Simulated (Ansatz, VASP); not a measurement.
Mg6O5 in VASP and in Ansatz

```
Mg O
1.0
     5.59086    0.00000    0.00000
     0.00000    5.59086    0.00000
     0.00000    0.00000    5.59086
Mg O
6 5
Cartesian
  1.3977 0.0000 2.7954
  0.0000 2.7954 1.3977
  2.7954 4.1931 0.0000
  4.1931 0.0000 2.7954
  0.0000 2.7954 4.1931
  2.7954 1.3977 0.0000
  2.7954 0.0000 1.3977
  0.0000 4.1931 2.7954
  5.2414 2.6204 0.0000
  2.7954 0.0000 4.1931
  0.0000 1.3977 2.7954
```

Change from the starting cell: O vacancy; atom 9 moved 0.375 of the way to it and -0.175 Å across, host rigid.

Alike in both runs: task single point; functional PBEsol; k mesh 4 × 4 × 4; occupations gaussian, width 0.05 eV; no spin polarisation.

|  | VASP | Ansatz |
| --- | --- | --- |
| version | VASP 6.6.1 | Ansatz 0.2.0 |
| potentials or method | VASP PAW PBE potentials, release 64 (Mg, O), cutoff 520 eV | scalar-relativistic, plane waves, PAW |
| valence electrons in the cell | 42 | 90 |

```tsv
	VASP	Ansatz	Ansatz less VASP
gap on the k mesh at the Fermi level (eV)	0.25	0.24	-0.008
least direct gap on the mesh (eV)	1.32	1.32	-0.006
pressure (GPa)	17.6	16.5	-1.10
traceless stress, the component that is largest in VASP (GPa)	30.67	28.51	-2.162
rms of the force components (eV/Å)	5.160	4.815	-0.3455
```

VASP's potentials were made for PBE, not for PBEsol, and Ansatz warns of the same on its side. Atom by atom the forces differ by 0.346 eV/Å (rms over components). VASP's potentials hold 42 valence electrons a cell and Ansatz's 90, so a difference there can come from the potentials and not from the codes.
